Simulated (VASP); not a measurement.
# TaN (P6_3mc) in VASP: notebook

TaN is run at these levels: r2SCAN; tasks: single point.

Everything below comes from runs of VASP 6.6.1. Logs are shortened: lines on timing, memory, paths and dates and some standing lists are left out, and cuts for length are marked.

## Step 1: The cell of the first run

The structure is hexagonal, space group P6_3mc (No. 186). The conventional cell has a = 3.134 Å, b = 3.134 Å, c = 6.087 Å, α = 90.00°, β = 90.00°, γ = 120.00°. Ta (site symmetry 3m) has 4 N at 1.96 to 2.11 Å within 2.6 Å. N (site symmetry 3m) has 4 Ta at 1.96 to 2.11 Å within 2.6 Å.

## Step 2: Single point, r2SCAN

File POSCAR:

```
TaN
1.0
    3.1344588824      0.0000000000      0.0000000000
   -1.5672294412      2.7145210193      0.0000000000
    0.0000000000      0.0000000000      6.0868569544
Ta N
2 2
Direct
    0.3333333333      0.6666666667      0.0312820972
    0.6666666667      0.3333333333      0.5312820972
    0.3333333333      0.6666666667      0.3537179028
    0.6666666667      0.3333333333      0.8537179028
```

File INCAR.step1:

```
PREC = Accurate
ENCUT = 520
ISMEAR = 0
SIGMA = 0.1
LREAL = F
LASPH = T
NELM = 100
NBANDS = 24
GGA = PE
ALGO = Normal
EDIFF = 1E-4
LWAVE = T
LCHARG = F
```

File INCAR.step2:

```
PREC = Accurate
ENCUT = 520
EDIFF = 1E-7
ISMEAR = 0
SIGMA = 0.1
LREAL = F
LASPH = T
NELM = 100
ALGO = Normal
ISIF = 2
LWAVE = F
LCHARG = F
METAGGA = R2SCAN
LMIXTAU = T
NBANDS = 24
ISTART = 1
```

File KPOINTS:

```
regular mesh
0
Gamma
  18 18 8
```

Potentials or basis: VASP PAW PBE potentials, release 64 (Ta_pv, N).

Started as:

```sh
cat potpaw_PBE.64/Ta_pv/POTCAR potpaw_PBE.64/N/POTCAR > POTCAR
cp INCAR.step1 INCAR
mpirun -np 1 vasp_std > vasp.out
cp INCAR.step2 INCAR
mpirun -np 1 vasp_std > vasp.out
```

OUTCAR:

```text
PREC = Accurate
   ENCUT = 520
   EDIFF = 1E-7
   ISMEAR = 0
   LREAL = F
   LASPH = T
   NELM = 100
   ISIF = 2
   METAGGA = R2SCAN
   ISTART = 1

 ion  position               nearest neighbor table
   1  0.333  0.667  0.031-   3 1.96   4 2.11   4 2.11   4 2.11   2 3.54   2 3.54   2 3.54   2 3.54
                             2 3.54   2 3.54
   2  0.667  0.333  0.531-   4 1.96   3 2.11   3 2.11   3 2.11   1 3.54   1 3.54   1 3.54   1 3.54
                             1 3.54   1 3.54
   3  0.333  0.667  0.354-   1 1.96   2 2.11   2 2.11   2 2.11
   4  0.667  0.333  0.854-   2 1.96   1 2.11   1 2.11   1 2.11

  LATTYP: Found a hexagonal cell.
 ALAT       =     3.1344588824
 C/A-ratio  =     1.9419163507

  Lattice vectors:

 A1 = (   3.1344588824,   0.0000000000,   0.0000000000)
 A2 = (  -1.5672294412,   2.7145210193,   0.0000000000)
 A3 = (   0.0000000000,   0.0000000000,   6.0868569544)

Analysis of symmetry for initial positions (statically):
=====================================================================
 Subroutine PRICEL returns:
 Original cell was already a primitive cell.

 Routine SETGRP: Setting up the symmetry group for a
 hexagonal supercell.

 Subroutine GETGRP returns: Found 12 space group operations
 (whereof  6 operations were pure point group operations)
 out of a pool of 24 trial point group operations.

The static configuration has the point symmetry C_3v.
 The point group associated with its full space group is C_6v.

Analysis of symmetry for dynamics (positions and initial velocities):
=====================================================================
 Subroutine PRICEL returns:
 Original cell was already a primitive cell.

 Routine SETGRP: Setting up the symmetry group for a
 hexagonal supercell.

 Subroutine GETGRP returns: Found 12 space group operations
 (whereof  6 operations were pure point group operations)
 out of a pool of 24 trial point group operations.

The dynamic configuration has the point symmetry C_3v.
 The point group associated with its full space group is C_6v.

 Subroutine INISYM returns: Found 12 space group operations
 (whereof  6 operations are pure point group operations),
 and found     1 'primitive' translations

----------------------------------------------------------------------------------------

                                     Primitive cell

  volume of cell :      51.7904

  direct lattice vectors                    reciprocal lattice vectors
     3.134458882  0.000000000  0.000000000     0.319034333  0.184194558  0.000000000
    -1.567229441  2.714521019  0.000000000     0.000000000  0.368389116  0.000000000
     0.000000000  0.000000000  6.086856954     0.000000000  0.000000000  0.164288402

  length of vectors
     3.134458882  3.134458882  6.086856954     0.368389116  0.368389116  0.164288402

  position of ions in fractional coordinates (direct lattice)
     0.333333333  0.666666667  0.031282097
     0.666666667  0.333333333  0.531282097
     0.333333333  0.666666667  0.353717903
     0.666666667  0.333333333  0.853717903

  ion indices of the primitive-cell ions
   primitive index   ion index
                 1           1
                 2           2
                 3           3
                 4           4

----------------------------------------------------------------------------------------

 KPOINTS: regular mesh

Automatic generation of k-mesh.
 Grid dimensions read from file:
 generate k-points for:   18   18    8

 Generating k-lattice:

  Cartesian coordinates                     Fractional coordinates (reciprocal lattice)
     0.017724130  0.010233031  0.000000000     0.055555556  0.000000000  0.000000000
     0.000000000  0.020466062  0.000000000     0.000000000  0.055555556  0.000000000
     0.000000000  0.000000000  0.020536050     0.000000000  0.000000000  0.125000000

  Length of vectors
     0.020466062  0.020466062  0.020536050

  Shift w.r.t. Gamma in fractional coordinates (k-lattice)
     0.000000000  0.000000000  0.000000000

 Subroutine IBZKPT returns following result:
 ===========================================

 Found    185 irreducible k-points:

 Following reciprocal coordinates:
            Coordinates               Weight
  0.000000  0.000000  0.000000      1.000000
  0.055556 -0.000000  0.000000      6.000000
  0.111111 -0.000000  0.000000      6.000000
  0.166667 -0.000000  0.000000      6.000000
  0.222222  0.000000  0.000000      6.000000
  0.277778 -0.000000  0.000000      6.000000
[... 16 lines left out ...]
  0.333333  0.111111  0.000000     12.000000
  0.388889  0.111111  0.000000     12.000000
 [... further k-points ...]
   k-points           NKPTS =    185   k-points in BZ     NKDIM =    185   number of bands    NBANDS=     24
   number of dos      NEDOS =    301   number of ions     NIONS =      4
   total plane-waves  NPLWV =  27648
   dimension x,y,z NGX =    24 NGY =   24 NGZ =   48
   dimension x,y,z NGXF=    48 NGYF=   48 NGZF=   96
   ions per type =               2   2
   NGX,Y,Z   is equivalent  to a cutoff of  12.73, 12.73, 13.11 a.u.
   NGXF,Y,Z  is equivalent  to a cutoff of  25.46, 25.46, 26.22 a.u.
 SYSTEM =  unknown system
   PREC   = accura    normal or accurate (medium, high low for compatibility)
   ISTART =      1    job   : 0-new  1-cont  2-samecut
   ICHARG =      0    charge: 1-file 2-atom 10-const
   ISPIN  =      1    spin polarized calculation?
   LNONCOLLINEAR =      F non collinear calculations
   LSORBIT =      F    spin-orbit coupling
   LASPH  =      T    aspherical Exc in radial PAW
   ENCUT  =  520.0 eV  38.22 Ry    6.18 a.u.   5.83  5.83 11.32*2*pi/ulx,y,z
   NELM   =    100;   NELMIN=  2; NELMDL=  0     # of ELM steps
   EDIFF  = 0.1E-06   stopping-criterion for ELM
   LREAL  =      F    real-space projection
   EDIFFG = 0.1E-05   stopping-criterion for IOM
   NSW    =      0    number of steps for IOM
   IBRION =     -1    ionic relax: 0-MD 1-quasi-New 2-CG
   NFREE  =      0    steps in history (QN), initial steepest desc. (CG)
   ISIF   =      2    stress and relaxation
   ISYM   =      2    0-nonsym 1-usesym 2-fastsym
   POTIM  = 0.5000    time-step for ionic-motion
   TEBEG  =    0.0;   TEEND  =   0.0 temperature during run
   PSTRESS=    0.0 pullay stress
   NELECT =      32.0000    total number of electrons
   NUPDOWN=      -1.0000    fix difference up-down
   EMIN   =  10.00;   EMAX   =-10.00  energy-range for DOS
   EFERMI =   0.00;   METHOD = LEGACY
   ISMEAR =     0;   SIGMA  =   0.10  broadening in eV -4-tet -1-fermi 0-gaus
   EFERMI_NEDOS =   21; number of points for ismear=-14 and -15
   IALGO  =     38    algorithm
   IMIX   =      4    mixing-type and parameters
     AMIX     =   0.40;   BMIX     =  1.00
     AMIX_MAG =   1.60;   BMIX_MAG =  1.00
  volume/ion in A,a.u.               =      12.95        87.37
  Fermi-wavevector in a.u.,A,eV,Ry     =   1.394361  2.634960 26.453023  1.944242
  Thomas-Fermi vector in A             =   2.517917
   LORBIT       =      0    0 simple, 1 ext, 2 COOP (PROOUT), +10 PAW based schemes
   METAGGA = R2SCAN    functional components
   LHFCALC =     F    Hartree Fock is set to
   AEXX    =    0.0000 exact exchange contribution
   IVDW    =     0    specifies the selected vdW correction
   LEPSILON=     F    determine dielectric tensor
   LRPA    =     F    only Hartree local field effects (RPA)
 non-spin polarized calculation
 Gauss-broadening in eV      SIGMA  =   0.10
  energy-cutoff  :      520.00
  volume of cell :       51.79
 maximum number of plane-waves:      1414
 NGX is ok and might be reduce to    24

 number of electron      31.9999994 magnetization

 Free energy of the ion-electron system (eV)
  ---------------------------------------------------
  ext. energy  EPLUGINS =         0.00000000
  ---------------------------------------------------
  free energy    TOTEN  =      -119.10787636 eV

  energy without entropy =     -119.10421316  energy(sigma->0) =     -119.10604476

 E-fermi :   6.5965     XC(G=0): -13.0430

 val. band max:        6.5736044451   @ k =   0.0556  -0.0000   0.3750
 cond. band min:       6.6024865161   @ k =   0.1111  -0.0000   0.5000
 fundamental gap:      0.0288820710
 Fermi energy:         6.5964626587

 k-point     1 :       0.0000    0.0000    0.0000
  band No.  band energies     occupation
      1     -30.3973      2.00000
      2     -30.0285      2.00000
      3     -29.7579      2.00000
      4     -29.7579      2.00000
      5     -29.7275      2.00000
      6     -29.7275      2.00000
[... 16 lines left out ...]
     23      12.1571      0.00000
     24      13.4221      0.00000

 k-point     2 :       0.0556   -0.0000    0.0000
  band No.  band energies     occupation
      1     -30.3922      2.00000
      2     -30.0281      2.00000
      3     -29.7759      2.00000
      4     -29.7623      2.00000
      5     -29.7463      2.00000
      6     -29.7312      2.00000
[... 16 lines left out ...]
     23      12.3765      0.00000
     24      13.2219      0.00000

 k-point     3 :       0.1111   -0.0000    0.0000
  band No.  band energies     occupation
      1     -30.3773      2.00000
      2     -30.0270      2.00000
      3     -29.8274      2.00000
      4     -29.7999      2.00000
      5     -29.7750      2.00000
      6     -29.7419      2.00000
[... 16 lines left out ...]
     23      12.9296      0.00000
     24      12.9704      0.00000
[... 514 lines left out ...]
 k-point    23 :       0.3333    0.1111    0.0000
  band No.  band energies     occupation
      1     -30.2897      2.00000
      2     -30.2436      2.00000
      3     -30.1709      2.00000
      4     -30.0415      2.00000
      5     -29.9215      2.00000
      6     -29.8771      2.00000
[... 16 lines left out ...]
     23      12.6096      0.00000
     24      12.9181      0.00000

 k-point    24 :       0.3889    0.1111    0.0000
  band No.  band energies     occupation
      1     -30.3218      2.00000
      2     -30.2822      2.00000
      3     -30.1592      2.00000
      4     -30.0505      2.00000
      5     -29.9371      2.00000
      6     -29.8909      2.00000
[... 16 lines left out ...]
     23      12.0753      0.00000
     24      12.9995      0.00000

 [... further k-points ...]

------------------------ aborting loop because EDIFF is reached ----------------------------------------

  FORCE on cell =-STRESS in cart. coord.  units (eV):
  Direction    XX          YY          ZZ          XY          YZ          ZX
  --------------------------------------------------------------------------------------
  -------------------------------------------------------------------------------------
  Total        0.3000999      0.3000999      0.5454353      0.0000000      0.0000000      0.0000000
  in kB        9.2838390      9.2838390     16.8734905      0.0000000      0.0000000      0.0000000
  external PRESSURE =      11.8137228 kB  Pullay stress =       0.0000000 kB

 VOLUME and BASIS-vectors are now :
 -----------------------------------------------------------------------------
  energy-cutoff  :      520.00
  volume of cell :       51.79
      direct lattice vectors                 reciprocal lattice vectors
     3.134458882  0.000000000  0.000000000     0.319034333  0.184194558  0.000000000
    -1.567229441  2.714521019  0.000000000     0.000000000  0.368389116  0.000000000
     0.000000000  0.000000000  6.086856954     0.000000000  0.000000000  0.164288402

 POSITION                                       TOTAL-FORCE (eV/Angst)
 -----------------------------------------------------------------------------------
     -0.00000      1.80968      0.19041         0.000000      0.000000     -0.039048
      1.56723      0.90484      3.23384        -0.000000     -0.000000     -0.039048
     -0.00000      1.80968      2.15303         0.000000     -0.000000      0.039048
      1.56723      0.90484      5.19646        -0.000000      0.000000      0.039048
 -----------------------------------------------------------------------------------
    total drift:                               -0.000000      0.000000      0.000569

  FREE ENERGIE OF THE ION-ELECTRON SYSTEM (eV)
  ---------------------------------------------------
  free  energy   TOTEN  =      -119.1078763626 eV

  energy  without entropy=     -119.1042131552  energy(sigma->0) =     -119.10604476
```

It took 4.6 min on 1 thread of Intel Xeon 6975P-C (Granite Rapids), shared host; peak memory 0.32 GiB.

Results:

```
Free energy            : -119.1079 eV
Pressure               : 1.2 GPa
Largest force          : 0.039 eV/Å
Band gap on the k mesh : zero (band 16 reaches 6.71 eV, above the bottom of band 17 at 6.44 eV)
```

Forces on the atoms (eV/Å):
```
Ta   0.000  0.000 -0.039
Ta   0.000  0.000 -0.039
N    0.000  0.000  0.039
N    0.000  0.000  0.039
```

Caveat: the PAW data sets were made with another functional, which shifts forces and pressure a little; spin-orbit coupling is left out, which moves the levels of the heavy elements.

## Step 3: Single point, r2SCAN

File POSCAR:

```
TaN
1.0
    3.1338393792      0.0000000000      0.0000000000
   -1.5669196896      2.7139845138      0.0000000000
    0.0000000000      0.0000000000      6.0892218994
Ta N
2 2
Direct
    0.3333333333      0.6666666667      0.0313700747
    0.6666666667      0.3333333333      0.5313700747
    0.3333333333      0.6666666667      0.3536299253
    0.6666666667      0.3333333333      0.8536299253
```

File INCAR.step1:

```
SYSTEM = TaN
ALGO = Normal
EDIFF = 1E-4
ENCUT = 520
GGA = PE
ISMEAR = 0
LASPH = .True.
LCHARG = .False.
LREAL = .False.
LWAVE = .True.
NBANDS = 24
NELM = 100
PREC = Accurate
SIGMA = 0.01
```

File INCAR.step2:

```
SYSTEM = TaN
ALGO = Normal
EDIFF = 1E-6
ENCUT = 520
ISIF = 2
ISMEAR = 0
ISTART = 1
LASPH = .True.
LCHARG = .False.
LMIXTAU = .True.
LREAL = .False.
LWAVE = .False.
METAGGA = R2SCAN
NBANDS = 24
NELM = 100
PREC = Accurate
SIGMA = 0.01
```

File KPOINTS:

```
k-points
0
Gamma
  12 12 6
  0 0 0
```

Potentials or basis: VASP PAW PBE potentials, release 64 (Ta_pv, N).

Started as:

```sh
cat potpaw_PBE.64/Ta_pv/POTCAR potpaw_PBE.64/N/POTCAR > POTCAR
cp INCAR.step1 INCAR
mpirun -np 1 vasp_std > vasp.out
cp INCAR.step2 INCAR
mpirun -np 1 vasp_std > vasp.out
```

It took 1.8 min on 1 thread of Intel Xeon 6975P-C (Granite Rapids), shared host; peak memory 0.23 GiB.

It converged, with:

```
Free energy            : -119.1068 eV
Pressure               : 1.2 GPa
Largest force          : 0.040 eV/Å
Band gap on the k mesh : zero (band 16 reaches 6.69 eV, above the bottom of band 17 at 6.50 eV)
```

Forces in eV/Å, atoms in the order of the input:
```
Ta   0.000  0.000 -0.040
Ta   0.000  0.000 -0.040
N    0.000  0.000  0.040
N    0.000  0.000  0.040
```

Stress tensor (GPa, compression positive):
```
0.91 0.00 0.00
0.00 0.91 0.00
0.00 0.00 1.73
```

Levels at points of the mesh, in eV from the Fermi level:
| k point | band 13 | band 14 | band 15 | band 16 | band 17 | band 18 | band 19 | band 20 |
| --- | --- | --- | --- | --- | --- | --- | --- | --- |
| (0.00, 0.00, 0.00) | -4.79 | -4.79 | -0.89 | -0.86 | 0.20 | 0.20 | 2.36 | 2.36 |
| (0.50, 0.00, 0.00) | -5.14 | -3.96 | -2.44 | -0.67 | 1.20 | 2.37 | 2.79 | 3.61 |
| (0.00, 0.00, 0.50) | -5.31 | -5.31 | 0.08 | 0.08 | 1.04 | 1.04 | 1.04 | 1.04 |
| (0.50, 0.00, 0.50) | -5.11 | -5.11 | -1.07 | -1.07 | 1.60 | 1.60 | 3.51 | 3.51 |

Caveat: the PAW data sets were made with another functional, which shifts forces and pressure a little; spin-orbit coupling is left out, which moves the levels of the heavy elements.

## Step 4: Single point, r2SCAN

File POSCAR:

```
TaN
1.0
    3.1329737088      0.0000000000      0.0000000000
   -1.5664868544      2.7132348212      0.0000000000
    0.0000000000      0.0000000000      6.0875060854
Ta N
2 2
Direct
    0.3333333333      0.6666666667      0.0314229074
    0.6666666667      0.3333333333      0.5314229074
    0.3333333333      0.6666666667      0.3535770926
    0.6666666667      0.3333333333      0.8535770926
```

File INCAR.step1:

```
SYSTEM = TaN
  ALGO = Normal
  EDIFF = 1E-4
  ENCUT = 520
  GGA = PE
  ISMEAR = 0
  LASPH = .True.
  LCHARG = .False.
  LREAL = .False.
  LWAVE = .True.
  NBANDS = 24
  NELM = 100
  PREC = Accurate
  SIGMA = 0.1
```

File INCAR.step2:

```
SYSTEM = TaN
  ALGO = Normal
  EDIFF = 1E-7
  ENCUT = 520
  ISIF = 2
  ISMEAR = 0
  ISTART = 1
  LASPH = .True.
  LCHARG = .True.
  LELF = .True.
  LMIXTAU = .True.
  LREAL = .False.
  LVHAR = .True.
  LWAVE = .False.
  METAGGA = R2SCAN
  NBANDS = 24
  NELM = 100
  PREC = Accurate
  SIGMA = 0.1
```

File KPOINTS:

```
k-points
0
Gamma
  6 6 4
  0 0 0
```

Started as:

```sh
cat potpaw_PBE.64/Ta_pv/POTCAR potpaw_PBE.64/N/POTCAR > POTCAR
cp INCAR.step1 INCAR
mpirun -np 1 vasp_std > vasp.out
cp INCAR.step2 INCAR
mpirun -np 1 vasp_std > vasp.out
```

Wall time 3 min (1 thread of AMD EPYC 7R43 (Zen 3), shared host); peak memory 0.14 GiB.

It converged, with:

| Quantity | Value |
| --- | --- |
| Free energy | -119.1163 eV |
| Pressure | 1.3 GPa |
| Largest force | 0.041 eV/Å |
| Band gap on the k mesh | 0.08 eV, indirect (least direct gap 0.79 eV) |

Forces on the atoms (eV/Å):
```
Ta   0.000  0.000 -0.041
Ta   0.000  0.000 -0.041
N    0.000  0.000  0.041
N    0.000  0.000  0.041
```

Stress tensor (GPa, compression positive):
```
0.95 0.00 0.00
0.00 0.95 0.00
0.00 0.00 1.90
```

Levels at points of the mesh, in eV from the valence-band top:
```csv
k point,band 13,band 14,band 15,band 16,band 17,band 18,band 19,band 20
"(0.00, 0.00, 0.00)",-4.87,-4.87,-0.97,-0.94,0.12,0.12,2.28,2.28
"(0.50, 0.00, 0.00)",-5.23,-4.05,-2.52,-0.74,1.12,2.30,2.71,3.54
"(0.00, 0.00, 0.50)",-5.39,-5.39,0.00,0.00,0.96,0.96,0.96,0.96
"(0.50, 0.00, 0.50)",-5.19,-5.19,-1.15,-1.15,1.52,1.52,3.44,3.44
```

Caveat: the PAW data sets were made with another functional, which shifts forces and pressure a little; spin-orbit coupling is left out, which moves the levels of the heavy elements.

## Step 5: Summary

| cell | k mesh | smearing | gap on the mesh (eV) | pressure (GPa) | largest force (eV/Å) |
| --- | --- | --- | --- | --- | --- |
| a = 3.134, b = 3.134, c = 6.087 Å, angles 90.0, 90.0, 120.0°, 4 atoms | 18 × 18 × 8 | gaussian 0.1 eV | none | 1.2 | 0.04 |
| a = 3.134, b = 3.134, c = 6.089 Å, angles 90.0, 90.0, 120.0°, 4 atoms | 12 × 12 × 6 | gaussian 0.01 eV | none | 1.2 | 0.04 |
| a = 3.133, b = 3.133, c = 6.088 Å, angles 90.0, 90.0, 120.0°, 4 atoms | 6 × 6 × 4 | gaussian 0.1 eV | 0.08 | 1.3 | 0.04 |

Some of these runs hold the atoms at other places in the same cell, which the table doesn't show; runs alike in all that it shows share one row.

Alike in all rows: task single point; level r2SCAN; potentials or basis VASP PAW PBE potentials, release 64 (Ta_pv, N); no spin polarisation; cutoff (eV) 520.

Caveats: the PAW data sets were made with another functional, which shifts forces and pressure a little; spin-orbit coupling is left out, which moves the levels of the heavy elements.

Total energies depend on the potentials used, so only differences within one code and one set of settings carry meaning.
